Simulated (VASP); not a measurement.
Crystal: Ti2Si.

```
CELL_PARAMETERS angstrom
3.69304 0.00000 0.00000
-1.84652 3.19826 0.00000
0.00000 0.00000 3.66602
ATOMIC_POSITIONS crystal
Ti 0.33333 0.66667 0.50000
Ti 0.66667 0.33333 0.50000
Si 0.00000 0.00000 0.00000
```

The cell was built from a structure type or drawn by symmetry, and may not be a known phase.

* Program: VASP 6.6.1
* Task: relaxation of cell and atoms
* Functional: PBE
* Potentials or basis: VASP PAW PBE potentials, release 64 (Ti_sv, Si)
* Cutoff: 600 eV
* k mesh: 6 × 6 × 6
* Occupations: gaussian, width 0.1 eV
* Spin: no spin polarisation

At the start: pressure 18.8 GPa; volume 14.43 Å³/atom.

Task: Where does the relaxation end?

Result: Over 8 steps the energy falls by 1108.7 meV/atom and the volume is 14.77 Å³/atom (+2.3 %); space group P6/mmm (No. 191, to 0.1 Å) before and after.

The path:
```csv
step,energy change (eV),largest force (eV/Å),pressure (GPa),volume (Å³)
1,0.0000,0.0000,18.75,43.30
2,-2.1439,0.0000,-12.21,53.56
3,-2.1742,0.0000,-13.75,54.42
4,-3.2961,0.0000,-4.90,46.28
5,-3.3067,0.0000,-3.41,45.71
6,-3.3071,0.0000,-2.90,45.53
7,-3.3246,0.0000,1.12,43.97
8,-3.3262,0.0000,0.13,44.31
```

Final structure:
```
Ti Si
1.0
     4.39780    0.00000    0.00000
    -2.19890    3.80861    0.00000
     0.00000    0.00000    2.64566
Ti Si
2 1
Direct
  0.33333 0.66667 0.50000
  0.66667 0.33333 0.50000
  0.00000 0.00000 0.00000
```

Caveat: a cell axis changed by over 15 % at a fixed basis, so the end point is rough.
